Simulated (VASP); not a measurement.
# Cu (Fm-3m) in VASP: further runs

Runs on Cu. Level: PBE. Tasks: single point.

All numbers are computed with VASP 6.6.1; they aren't measurements. Logs are shortened: lines on timing, memory, paths and dates and some standing lists are left out, and cuts for length are marked.

## (1) The cell of the first run

The structure is cubic, space group Fm-3m (No. 225). The conventional cell has a = 3.597 Å, b = 3.597 Å, c = 3.597 Å, α = 90.00°, β = 90.00°, γ = 90.00°. Within 3.4 Å of Cu (site symmetry m-3m) lie 12 Cu at 2.54 Å.

## (2) Single point, PBE

INCAR reads:

```
PREC     = Accurate       # precision mode
ENCUT    = 520            # plane-wave cutoff, eV
EDIFF    = 1E-6           # SCF threshold, eV
ISMEAR   = -1             # smearing method
SIGMA    = 0.05           # smearing width, eV
LREAL    = F              # projectors in reciprocal space
LASPH    = T              # aspherical terms in the spheres
NELM     = 100            # most SCF steps
ALGO     = Normal         # electronic algorithm
ISIF     = 2              # what is computed and relaxed
LWAVE    = F              # write WAVECAR
LCHARG   = F              # write CHGCAR
GGA      = PE             # functional
NBANDS   = 12             # bands
```

KPOINTS reads:

```
regular mesh
0
Gamma
  11 11 11
```

POSCAR reads:

```
Cu
1.0
    0.0000000000      1.7985000000      1.7985000000
    1.7985000000      0.0000000000      1.7985000000
    1.7985000000      1.7985000000      0.0000000000
Cu
1
Direct
    0.0000000000      0.0000000000      0.0000000000
```

Potentials or basis: VASP PAW PBE potentials, release 64 (Cu).

On the command line:

```bash
cat potpaw_PBE.64/Cu/POTCAR > POTCAR
mpirun -np 1 vasp_std > vasp.out
```

OUTCAR:

```text
PREC = Accurate
   ENCUT = 520
   EDIFF = 1E-6
   ISMEAR = -1
   LREAL = F
   LASPH = T
   NELM = 100
   ISIF = 2
   GGA = PE

 ion  position               nearest neighbor table
   1  0.000  0.000  0.000-

  LATTYP: Found a face centered cubic cell.
 ALAT       =     3.5970000000

  Lattice vectors:

 A1 = (   0.0000000000,   1.7985000000,   1.7985000000)
 A2 = (   1.7985000000,   0.0000000000,   1.7985000000)
 A3 = (   1.7985000000,   1.7985000000,   0.0000000000)

Analysis of symmetry for initial positions (statically):
=====================================================================
 Subroutine PRICEL returns:
 Original cell was already a primitive cell.

 Routine SETGRP: Setting up the symmetry group for a
 face centered cubic supercell.

 Subroutine GETGRP returns: Found 48 space group operations
 (whereof 48 operations were pure point group operations)
 out of a pool of 48 trial point group operations.

The static configuration has the point symmetry O_h .

Analysis of symmetry for dynamics (positions and initial velocities):
=====================================================================
 Subroutine PRICEL returns:
 Original cell was already a primitive cell.

 Routine SETGRP: Setting up the symmetry group for a
 face centered cubic supercell.

 Subroutine GETGRP returns: Found 48 space group operations
 (whereof 48 operations were pure point group operations)
 out of a pool of 48 trial point group operations.

The dynamic configuration has the point symmetry O_h .

 Subroutine INISYM returns: Found 48 space group operations
 (whereof 48 operations are pure point group operations),
 and found     1 'primitive' translations

----------------------------------------------------------------------------------------

                                     Primitive cell

  volume of cell :      11.6349

  direct lattice vectors                    reciprocal lattice vectors
     0.000000000  1.798500000  1.798500000    -0.278009452  0.278009452  0.278009452
     1.798500000  0.000000000  1.798500000     0.278009452 -0.278009452  0.278009452
     1.798500000  1.798500000  0.000000000     0.278009452  0.278009452 -0.278009452

  length of vectors
     2.543463092  2.543463092  2.543463092     0.481526496  0.481526496  0.481526496

  position of ions in fractional coordinates (direct lattice)
     0.000000000  0.000000000  0.000000000

  ion indices of the primitive-cell ions
   primitive index   ion index
                 1           1

----------------------------------------------------------------------------------------

 KPOINTS: regular mesh

Automatic generation of k-mesh.
 Grid dimensions read from file:
 generate k-points for:   11   11   11

 Generating k-lattice:

  Cartesian coordinates                     Fractional coordinates (reciprocal lattice)
    -0.025273587  0.025273587  0.025273587     0.090909091  0.000000000  0.000000000
     0.025273587 -0.025273587  0.025273587     0.000000000  0.090909091  0.000000000
     0.025273587  0.025273587 -0.025273587     0.000000000  0.000000000  0.090909091

  Length of vectors
     0.043775136  0.043775136  0.043775136

  Shift w.r.t. Gamma in fractional coordinates (k-lattice)
     0.000000000  0.000000000  0.000000000

 Subroutine IBZKPT returns following result:
 ===========================================

 Found     56 irreducible k-points:

 Following reciprocal coordinates:
            Coordinates               Weight
  0.000000  0.000000  0.000000      1.000000
  0.090909  0.000000  0.000000      8.000000
  0.181818  0.000000  0.000000      8.000000
  0.272727  0.000000  0.000000      8.000000
  0.363636  0.000000  0.000000      8.000000
  0.454545  0.000000  0.000000      8.000000
[... 16 lines left out ...]
 -0.272727  0.181818  0.000000     24.000000
 -0.181818  0.181818  0.000000     12.000000
 [... further k-points ...]
   k-points           NKPTS =     56   k-points in BZ     NKDIM =     56   number of bands    NBANDS=     12
   number of dos      NEDOS =    301   number of ions     NIONS =      1
   total plane-waves  NPLWV =   8000
   dimension x,y,z NGX =    20 NGY =   20 NGZ =   20
   dimension x,y,z NGXF=    40 NGYF=   40 NGZF=   40
   ions per type =               1
   NGX,Y,Z   is equivalent  to a cutoff of  13.07, 13.07, 13.07 a.u.
   NGXF,Y,Z  is equivalent  to a cutoff of  26.14, 26.14, 26.14 a.u.
 SYSTEM =  unknown system
   PREC   = accura    normal or accurate (medium, high low for compatibility)
   ISTART =      0    job   : 0-new  1-cont  2-samecut
   ICHARG =      2    charge: 1-file 2-atom 10-const
   ISPIN  =      1    spin polarized calculation?
   LNONCOLLINEAR =      F non collinear calculations
   LSORBIT =      F    spin-orbit coupling
   LASPH  =      T    aspherical Exc in radial PAW
   ENCUT  =  520.0 eV  38.22 Ry    6.18 a.u.   4.73  4.73  4.73*2*pi/ulx,y,z
   NELM   =    100;   NELMIN=  2; NELMDL= -5     # of ELM steps
   EDIFF  = 0.1E-05   stopping-criterion for ELM
   LREAL  =      F    real-space projection
   EDIFFG = 0.1E-04   stopping-criterion for IOM
   NSW    =      0    number of steps for IOM
   IBRION =     -1    ionic relax: 0-MD 1-quasi-New 2-CG
   NFREE  =      0    steps in history (QN), initial steepest desc. (CG)
   ISIF   =      2    stress and relaxation
   ISYM   =      2    0-nonsym 1-usesym 2-fastsym
   POTIM  = 0.5000    time-step for ionic-motion
   TEBEG  =    0.0;   TEEND  =   0.0 temperature during run
   PSTRESS=    0.0 pullay stress
   NELECT =      11.0000    total number of electrons
   NUPDOWN=      -1.0000    fix difference up-down
   EMIN   =  10.00;   EMAX   =-10.00  energy-range for DOS
   EFERMI =   0.00;   METHOD = LEGACY
   ISMEAR =    -1;   SIGMA  =   0.05  broadening in eV -4-tet -1-fermi 0-gaus
   EFERMI_NEDOS =   21; number of points for ismear=-14 and -15
   IALGO  =     38    algorithm
   IMIX   =      4    mixing-type and parameters
     AMIX     =   0.40;   BMIX     =  1.00
     AMIX_MAG =   1.60;   BMIX_MAG =  1.00
  volume/ion in A,a.u.               =      11.63        78.52
  Fermi-wavevector in a.u.,A,eV,Ry     =   1.606763  3.036343 35.126010  2.581689
  Thomas-Fermi vector in A             =   2.702899
   LORBIT       =      0    0 simple, 1 ext, 2 COOP (PROOUT), +10 PAW based schemes
   GGA     = PE    functional components
   LHFCALC =     F    Hartree Fock is set to
   AEXX    =    0.0000 exact exchange contribution
   IVDW    =     0    specifies the selected vdW correction
   LEPSILON=     F    determine dielectric tensor
   LRPA    =     F    only Hartree local field effects (RPA)
 non-spin polarized calculation
  energy-cutoff  :      520.00
  volume of cell :       11.63
 maximum number of plane-waves:       331
   NGX =  9   NGY =  9   NGZ =  9

 number of electron      11.0000007 magnetization

 Free energy of the ion-electron system (eV)
  ---------------------------------------------------
  ext. energy  EPLUGINS =         0.00000000
  ---------------------------------------------------
  free energy    TOTEN  =        -3.72877490 eV

  energy without entropy =       -3.72743153  energy(sigma->0) =       -3.72810322

 E-fermi :   7.8623     XC(G=0): -12.8137

 val. band max:        7.7297535321   @ k =   0.4545   0.2727   0.0000
 cond. band min:       7.9658782313   @ k =   0.4545   0.3636   0.0000
 fundamental gap:      0.2361246992
 Fermi energy:         7.8623295376

 k-point     1 :       0.0000    0.0000    0.0000
  band No.  band energies     occupation
      1      -1.6938      2.00000
      2       4.6936      2.00000
      3       4.6936      2.00000
      4       4.6936      2.00000
      5       5.5346      2.00000
      6       5.5346      2.00000
      7      30.4863      0.00000
      8      33.2472      0.00000
      9      33.2472      0.00000
     10      33.2472      0.00000
     11      35.7507      0.00000
     12      35.7507      0.00000

 k-point     2 :       0.0909    0.0000    0.0000
  band No.  band energies     occupation
      1      -1.3906      2.00000
      2       4.6304      2.00000
      3       4.7489      2.00000
      4       4.7489      2.00000
      5       5.5142      2.00000
      6       5.5142      2.00000
      7      28.4570      0.00000
      8      31.3451      0.00000
      9      32.4574      0.00000
     10      32.4574      0.00000
     11      36.9486      0.00000
     12      36.9486      0.00000

 k-point     3 :       0.1818    0.0000    0.0000
  band No.  band energies     occupation
      1      -0.5121      2.00000
      2       4.4913      2.00000
      3       4.8472      2.00000
      4       4.8472      2.00000
      5       5.5164      2.00000
      6       5.5164      2.00000
      7      23.7840      0.00000
      8      30.8630      0.00000
      9      31.4124      0.00000
     10      31.4125      0.00000
     11      37.5698      0.00000
     12      37.9957      0.00000
[... 286 lines left out ...]
 k-point    23 :      -0.2727    0.1818    0.0000
  band No.  band energies     occupation
      1       2.4920      2.00000
      2       4.2473      2.00000
      3       4.5447      2.00000
      4       5.0751      2.00000
      5       5.5350      2.00000
      6       6.8824      2.00000
      7      17.3070      0.00000
      8      21.3627      0.00000
      9      29.7723      0.00000
     10      30.2834      0.00000
     11      36.9105      0.00000
     12      37.2294      0.00000

 k-point    24 :      -0.1818    0.1818    0.0000
  band No.  band energies     occupation
      1       1.2555      2.00000
      2       4.2216      2.00000
      3       4.7519      2.00000
      4       5.1961      2.00000
      5       5.2070      2.00000
      6       6.1847      2.00000
      7      21.2505      0.00000
      8      22.0058      0.00000
      9      32.0345      0.00000
     10      32.3664      0.00000
     11      35.2016      0.00000
     12      37.4848      0.00000

 [... further k-points ...]
[... 5 lines left out ...]
  --------------------------------------------------------------------------------------
  -------------------------------------------------------------------------------------
  Total        0.3168789      0.3168789      0.3168789      0.0000000      0.0000000      0.0000000
  in kB       43.6357645     43.6357645     43.6357645      0.0000000      0.0000000      0.0000000
  external PRESSURE =      43.6357645 kB  Pullay stress =       0.0000000 kB

 VOLUME and BASIS-vectors are now :
 -----------------------------------------------------------------------------
  energy-cutoff  :      520.00
  volume of cell :       11.63
      direct lattice vectors                 reciprocal lattice vectors
     0.000000000  1.798500000  1.798500000    -0.278009452  0.278009452  0.278009452
     1.798500000  0.000000000  1.798500000     0.278009452 -0.278009452  0.278009452
     1.798500000  1.798500000  0.000000000     0.278009452  0.278009452 -0.278009452

 POSITION                                       TOTAL-FORCE (eV/Angst)
 -----------------------------------------------------------------------------------
      0.00000      0.00000      0.00000         0.000000      0.000000      0.000000
 -----------------------------------------------------------------------------------
    total drift:                                0.000000      0.000000      0.000000

  FREE ENERGIE OF THE ION-ELECTRON SYSTEM (eV)
  ---------------------------------------------------
  free  energy   TOTEN  =        -3.7287749000 eV

  energy  without entropy=       -3.7274315327  energy(sigma->0) =       -3.72810322
```

It took 4.4 s on 1 thread of Intel Xeon 6975P-C (Granite Rapids), shared host; peak memory 0.13 GiB.

Results:

```
Free energy : -3.7288 eV
Pressure    : 4.4 GPa
```

Levels at points of the mesh, in eV from the Fermi level:
```csv
k point,band 3,band 4,band 5,band 6,band 7,band 8,band 9,band 10
"(0.00, 0.00, 0.00)",-3.17,-3.17,-2.33,-2.33,22.62,25.38,25.38,25.38
```

(Part 1 of 2 ends here.)
